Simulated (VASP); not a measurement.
Write the native input for VASP 6.6.1 that does the following.

- Task: single point
- Functional: PBE
- Potentials or basis: VASP PAW PBE potentials, release 64 (S, Au)
- Cutoff: 520 eV
- k mesh: 4 × 4 × 2
- Occupations: gaussian, width 0.1 eV
- Spin: no spin polarisation
- Dipole correction: no
- Further INCAR settings: ALGO = Normal; EDIFF = 1e-07; NBANDS = 61

The structure of Au4S lies in POSCAR:

```
Au4S
1.0
    0.0000000000      4.6891888225      0.0000000000
    0.0000000000      0.0000000000      4.6891888225
    9.3783776449      0.0000000000      0.0000000000
S Au
2 8
Direct
    0.0000000000      0.0000000000      0.5000000000
    0.0000000000      0.0000000000      1.0000000000
    0.2909716799      0.2909716799      0.1454858400
    0.2909716799      0.2909716799      0.6454858400
    0.7090283201      0.2909716799      0.3545141600
    0.7090283201      0.2909716799      0.8545141600
    0.2909716799      0.7090283201      0.3545141600
    0.2909716799      0.7090283201      0.8545141600
    0.7090283201      0.7090283201      0.1454858400
    0.7090283201      0.7090283201      0.6454858400
```

These files were run (other wordings do the same):

INCAR

```
SYSTEM = Au4S
  PREC = Accurate
  ENCUT = 520
  EDIFF = 1E-7
  ISMEAR = 0
  SIGMA = 0.1
  LREAL = .FALSE.
  LASPH = .TRUE.
  NELM = 80
  ALGO = Normal
  ISIF = 2
  LWAVE = .FALSE.
  LCHARG = .TRUE.
  GGA = PE
  LELF = .TRUE.
  LVHAR = .TRUE.
  NBANDS = 61
```

KPOINTS

```
regular mesh
0
G
  4 4 2
  0 0 0
```

Potentials or basis: VASP PAW PBE potentials, release 64 (S, Au).

Command:

```bash
$ cat potpaw_PBE.64/S/POTCAR potpaw_PBE.64/Au/POTCAR > POTCAR
$ mpirun -np 1 vasp_std > vasp.out
```

It gave:

The pressure is -0.2 GPa and the largest force is 0.015 eV/Å. The band gap on the k mesh is 0.34 eV.

Caveat: spin-orbit coupling is left out, which moves the levels of the heavy elements.

It took 3 min on 1 thread of Oxide Virtual Turin-like Processor, on a shared host, peak memory 0.31 GiB.
